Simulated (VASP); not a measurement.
# HfB2 (P6/mmm) in VASP: further runs, part 2 of 2

VASP 6.6.1.

### Step 3. Electric field gradients, PBE (volume scaled by 1.04)

Contents of INCAR:

```
SYSTEM = HfB2
PREC = Accurate ; ENCUT = 520
EDIFF = 1E-8 ; ISMEAR = -1
SIGMA = 0.05 ; LREAL = .False.
LASPH = .True. ; NELM = 60
ALGO = Normal ; ISIF = 2
LWAVE = .False. ; LCHARG = .False.
GGA = PE ; LEFG = .True.
NBANDS = 15
```

Contents of KPOINTS:

```
regular mesh
0
Gamma
  13 13 11
  0 0 0
```

Contents of POSCAR:

```
HfB2
1.0
    3.1813206298      0.0000000000      0.0000000000
   -1.5906603150      2.7551044830      0.0000000000
    0.0000000000      0.0000000000      3.5257947253
Hf B
1 2
Direct
    0.0000000000      0.0000000000      0.0000000000
    0.3333333333      0.6666666667      0.5000000000
    0.6666666667      0.3333333333      0.5000000000
```

Potentials or basis: VASP PAW PBE potentials, release 64 (Hf_pv, B).

Run with:

```console
$ cat potpaw_PBE.64/Hf_pv/POTCAR potpaw_PBE.64/B/POTCAR > POTCAR
$ mpirun -np 1 vasp_std > vasp.out
```

OUTCAR:

```text
SYSTEM = HfB2
   PREC = Accurate
   ENCUT = 520
   EDIFF = 1E-8
   ISMEAR = -1
   LREAL = .False.
   LASPH = .True.
   NELM = 60
   ISIF = 2
   GGA = PE

 ion  position               nearest neighbor table
   1  0.000  0.000  0.000-   2 2.55   3 2.55   2 2.55   3 2.55   3 2.55   3 2.55   2 2.55   2 2.55
                             3 2.55   3 2.55   2 2.55   2 2.55
   2  0.333  0.667  0.500-   3 1.84   3 1.84   3 1.84   1 2.55   1 2.55   1 2.55   1 2.55   1 2.55
                             1 2.55
   3  0.667  0.333  0.500-   2 1.84   2 1.84   2 1.84   1 2.55   1 2.55   1 2.55   1 2.55   1 2.55
                             1 2.55

  LATTYP: Found a hexagonal cell.
 ALAT       =     3.1813206298
 C/A-ratio  =     1.1082802193

  Lattice vectors:

 A1 = (   3.1813206298,   0.0000000000,   0.0000000000)
 A2 = (  -1.5906603150,   2.7551044830,   0.0000000000)
 A3 = (   0.0000000000,   0.0000000000,   3.5257947253)

Analysis of symmetry for initial positions (statically):
=====================================================================
 Subroutine PRICEL returns:
 Original cell was already a primitive cell.

 Routine SETGRP: Setting up the symmetry group for a
 hexagonal supercell.

 Subroutine GETGRP returns: Found 24 space group operations
 (whereof 24 operations were pure point group operations)
 out of a pool of 24 trial point group operations.

The static configuration has the point symmetry D_6h.

Analysis of symmetry for dynamics (positions and initial velocities):
=====================================================================
 Subroutine PRICEL returns:
 Original cell was already a primitive cell.

 Routine SETGRP: Setting up the symmetry group for a
 hexagonal supercell.

 Subroutine GETGRP returns: Found 24 space group operations
 (whereof 24 operations were pure point group operations)
 out of a pool of 24 trial point group operations.

The dynamic configuration has the point symmetry D_6h.

 Subroutine INISYM returns: Found 24 space group operations
 (whereof 24 operations are pure point group operations),
 and found     1 'primitive' translations

----------------------------------------------------------------------------------------

                                     Primitive cell

  volume of cell :      30.9031

  direct lattice vectors                    reciprocal lattice vectors
     3.181320630  0.000000000  0.000000000     0.314334868  0.181481321  0.000000000
    -1.590660315  2.755104483  0.000000000     0.000000000  0.362962641  0.000000000
     0.000000000  0.000000000  3.525794725     0.000000000  0.000000000  0.283623999

  length of vectors
     3.181320630  3.181320630  3.525794725     0.362962641  0.362962641  0.283623999

  position of ions in fractional coordinates (direct lattice)
     0.000000000  0.000000000  0.000000000
     0.333333333  0.666666667  0.500000000
     0.666666667  0.333333333  0.500000000

  ion indices of the primitive-cell ions
   primitive index   ion index
                 1           1
                 2           2
                 3           3

----------------------------------------------------------------------------------------

 KPOINTS: regular mesh
[... 90 lines left out ...]
  Fermi-wavevector in a.u.,A,eV,Ry     =   1.314561  2.484160 23.511818  1.728070
  Thomas-Fermi vector in A             =   2.444805
   LORBIT       =      0    0 simple, 1 ext, 2 COOP (PROOUT), +10 PAW based schemes
   GGA     = PE    functional components
   LHFCALC =     F    Hartree Fock is set to
   AEXX    =    0.0000 exact exchange contribution
   IVDW    =     0    specifies the selected vdW correction
   LEPSILON=     F    determine dielectric tensor
   LRPA    =     F    only Hartree local field effects (RPA)
 non-spin polarized calculation
  energy-cutoff  :      520.00
  volume of cell :       30.90
 maximum number of plane-waves:       848
 NGX is ok and might be reduce to    24
   NGX = 11   NGY = 11   NGZ = 13

 number of electron      16.0000000 magnetization

 Free energy of the ion-electron system (eV)
  ---------------------------------------------------
  ext. energy  EPLUGINS =         0.00000000
  ---------------------------------------------------
  free energy    TOTEN  =       -26.37412560 eV

  energy without entropy =      -26.37229321  energy(sigma->0) =      -26.37320941

 E-fermi :   7.4478     XC(G=0): -12.4135

 val. band max:        7.3978285961   @ k =   0.0769   0.0000   0.2727
 cond. band min:       7.4786050376   @ k =   0.3077   0.1538   0.0000
 fundamental gap:      0.0807764415
 Fermi energy:         7.4477753702

 k-point     1 :       0.0000    0.0000    0.0000
  band No.  band energies     occupation
      1     -23.3963      2.00000
      2     -22.9463      2.00000
      3     -22.9463      2.00000
      4      -6.1640      2.00000
      5       4.4567      2.00000
      6       4.5467      2.00000
      7       4.5467      2.00000
      8       4.5761      2.00000
      9      11.1954      0.00000
     10      11.1954      0.00000
     11      11.8155      0.00000
     12      11.8155      0.00000
     13      12.0662      0.00000
     14      12.1913      0.00000
[... 401 lines left out ...]
      2     -23.0943      2.00000
      3     -22.9785      2.00000
      4      -5.5700      2.00000
      5       3.2608      2.00000
      6       3.5594      2.00000
      7       4.5042      2.00000
      8       5.5184      2.00000
      9       9.5157      0.00000
     10       9.9616      0.00000
     11      11.7507      0.00000
     12      11.8954      0.00000
     13      12.6728      0.00000
     14      13.8984      0.00000
     15      14.3979      0.00000

 [... further k-points ...]
[... 5 lines left out ...]
  --------------------------------------------------------------------------------------
  -------------------------------------------------------------------------------------
  Total       -1.7052544     -1.7052544     -1.4420864      0.0000000     -0.0000000      0.0000000
  in kB      -88.4091492    -88.4091492    -74.7651702      0.0000000     -0.0000000      0.0000000
  external PRESSURE =     -83.8611562 kB  Pullay stress =       0.0000000 kB

 VOLUME and BASIS-vectors are now :
 -----------------------------------------------------------------------------
  energy-cutoff  :      520.00
  volume of cell :       30.90
      direct lattice vectors                 reciprocal lattice vectors
     3.181320630  0.000000000  0.000000000     0.314334868  0.181481321  0.000000000
    -1.590660315  2.755104483  0.000000000     0.000000000  0.362962641  0.000000000
     0.000000000  0.000000000  3.525794725     0.000000000  0.000000000  0.283623999

 POSITION                                       TOTAL-FORCE (eV/Angst)
 -----------------------------------------------------------------------------------
      0.00000      0.00000      0.00000         0.000000      0.000000      0.000000
     -0.00000      1.83674      1.76290         0.000000     -0.000000      0.000000
      1.59066      0.91837      1.76290        -0.000000      0.000000     -0.000000
 -----------------------------------------------------------------------------------
    total drift:                               -0.000000      0.000000      0.000000

  FREE ENERGIE OF THE ION-ELECTRON SYSTEM (eV)
  ---------------------------------------------------
  free  energy   TOTEN  =       -26.3741256035 eV

  energy  without entropy=      -26.3722932106  energy(sigma->0) =      -26.37320941

 Electric field gradients (V/A^2)
---------------------------------------------------------------------
 ion       V_xx      V_yy      V_zz      V_xy      V_xz      V_yz
---------------------------------------------------------------------
   1     -37.638   -37.637    75.275     0.000     0.000    -0.000
   2      -0.752    -0.752     1.503    -0.000     0.000    -0.000
   3      -0.752    -0.752     1.503    -0.000     0.000    -0.000
---------------------------------------------------------------------

 Electric field gradients after diagonalization (V/A^2)
 (convention: |V_zz| > |V_xx| > |V_yy|)
----------------------------------------------------------------------
 ion       V_xx      V_yy      V_zz     asymmetry (V_yy - V_xx)/ V_zz
----------------------------------------------------------------------
   1     -37.638   -37.637    75.275       0.000
   2      -0.752    -0.752     1.503       0.000
   3      -0.752    -0.752     1.503       0.000
----------------------------------------------------------------------

           NMR quadrupolar parameters

 Cq : quadrupolar parameter    Cq=e*Q*V_zz/h
 eta: asymmetry parameters     (V_yy - V_xx)/ V_zz
 Q  : nuclear electric quadrupole moment in mb (millibarn)
----------------------------------------------------------------------
 ion       Cq(MHz)       eta       Q (mb)
----------------------------------------------------------------------
   1       0.182       0.000       1.000
   2       0.004       0.000       1.000
   3       0.004       0.000       1.000
----------------------------------------------------------------------
```

OSZICAR:

```text
N       E                     dE             d eps       ncg     rms          rms(c)
DAV:   1     0.286671377560E+02    0.28667E+02   -0.79756E+03  3780   0.101E+03
DAV:   2    -0.270892674959E+02   -0.55756E+02   -0.51959E+02  5091   0.219E+02
DAV:   3    -0.286974973286E+02   -0.16082E+01   -0.16001E+01  4907   0.271E+01
DAV:   4    -0.287046864275E+02   -0.71891E-02   -0.71876E-02  4501   0.223E+00
DAV:   5    -0.287047359338E+02   -0.49506E-04   -0.49505E-04  4858   0.158E-01    0.491E+01
DAV:   6    -0.264815663686E+02    0.22232E+01   -0.27993E+00  4571   0.118E+01    0.363E+01
DAV:   7    -0.264285441975E+02    0.53022E-01   -0.85015E-01  4879   0.669E+00    0.118E+01
DAV:   8    -0.263780195485E+02    0.50525E-01   -0.19963E-01  4480   0.331E+00    0.150E+00
DAV:   9    -0.263742943012E+02    0.37252E-02   -0.16687E-02  4466   0.102E+00    0.375E-01
DAV:  10    -0.263741201465E+02    0.17415E-03   -0.71073E-04  4781   0.220E-01    0.245E-01
DAV:  11    -0.263741282573E+02   -0.81108E-05   -0.52344E-05  4697   0.547E-02    0.107E-01
DAV:  12    -0.263741255502E+02    0.27071E-05   -0.33764E-06  4459   0.135E-02    0.842E-03
DAV:  13    -0.263741256022E+02   -0.52037E-07   -0.24116E-07  4851   0.385E-03    0.413E-03
DAV:  14    -0.263741256035E+02   -0.12435E-08   -0.18702E-08  4008   0.114E-03
   1 F= -.26374126E+02 E0= -.26373209E+02  d E =-.183239E-02
```

Wall time 30 s (1 thread of Intel Xeon Platinum 8488C (Sapphire Rapids), shared host); peak memory 0.18 GiB.

Results:

```
Free energy            : -26.3741 eV
Pressure               : -8.4 GPa
Band gap on the k mesh : zero (band 8 reaches 7.98 eV, above the bottom of band 9 at 7.00 eV)
```

Stress tensor (GPa, compression positive):
```
-8.84  0.00  0.00
 0.00 -8.84  0.00
 0.00  0.00 -7.48
```

Electric field gradients, principal values (V/Å²):
```tsv
atom	least	middle	greatest (by size)
1 Hf	-37.637	-37.638	75.275
2 B	-0.752	-0.752	1.503
3 B	-0.752	-0.752	1.503
```

Caveat: without QUAD_EFG the Cq values of the log hold for a quadrupole moment of 1 mb, not for the nuclei; spin-orbit coupling is left out, which moves the levels of the heavy elements.
